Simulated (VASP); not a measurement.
Write the native input for VASP 6.6.1 that does the following.

| Item | Value |
| --- | --- |
| Task | relaxation of cell and atoms |
| Functional | PBE |
| Potentials or basis | VASP PAW PBE potentials, release 64 (Lu) |
| Cutoff | 600 eV |
| k mesh | 16 × 16 × 16 |
| Occupations | fermi-dirac, width 0.05 eV |
| Spin | no spin polarisation |
| Target pressure | 20 GPa |
| Dipole correction | no |
| Further INCAR settings | ALGO = Normal; EDIFF = 1e-07; IBRION = 2; EDIFFG = -0.03; NSW = 80; ISIF = 3 |

The structure of Lu lies in POSCAR:

```
Lu
1.0
    0.0000000000      2.4500000000      2.4500000000
    2.4500000000      0.0000000000      2.4500000000
    2.4500000000      2.4500000000      0.0000000000
Lu
1
Direct
    0.0000000000      0.0000000000      0.0000000000
```

This isn't the form of Lu at room conditions, which is hcp.

One way to write it, as run:

INCAR

```
SYSTEM = Lu
PREC     = Accurate       ! precision mode
ENCUT    = 600            ! plane-wave cutoff, eV
EDIFF    = 1E-7           ! SCF threshold, eV
ISMEAR   = -1             ! smearing method
SIGMA    = 0.05           ! smearing width, eV
LREAL    = .FALSE.        ! projectors in reciprocal space
LASPH    = .TRUE.         ! aspherical terms in the spheres
NELM     = 120            ! most SCF steps
ALGO     = Normal         ! electronic algorithm
ISIF     = 3              ! what is computed and relaxed
LWAVE    = .FALSE.        ! write WAVECAR
LCHARG   = .FALSE.        ! write CHGCAR
GGA      = PE             ! functional
IBRION   = 2              ! ionic algorithm
NSW      = 80             ! ionic steps
EDIFFG   = -0.03          ! ionic threshold
PSTRESS  = 200.0        
GGA_COMPAT= .FALSE.      
NELMIN   = 4
```

KPOINTS

```
regular mesh
0
G
  16 16 16
  0 0 0
```

Potentials or basis: VASP PAW PBE potentials, release 64 (Lu).

Command:

```sh
$ cat potpaw_PBE.64/Lu/POTCAR > POTCAR
$ mpirun -np 1 vasp_std > vasp.out
```

It gave:

The relaxed volume is 21.82 Å³/atom. The relaxed cell is a = 3.137 Å, b = 3.137 Å, c = 3.137 Å, α = 60.00°, β = 60.00°, γ = 60.00° and the space group after relaxing (to 0.1 Å) is Fm-3m (No. 225). The energy change on relaxing (the run minimises the enthalpy) is +367.8 meV/atom. The ionic steps are 5 and the pressure after relaxing is 20.2 GPa. The band gap on the k mesh is zero (an odd number of electrons rules out a gap without spin polarisation).

Caveat: the cell is relaxed towards a set pressure, so the run minimises the enthalpy, not the energy; the volume moved by over 15 % at a fixed basis, so the end points are rough; spin-orbit coupling is left out, which moves the levels of the heavy elements.

It took 2.8 min on 1 thread of Intel(R) Xeon(R) 6975P-C (Granite Rapids), with other jobs on the host, peak memory 0.25 GiB.
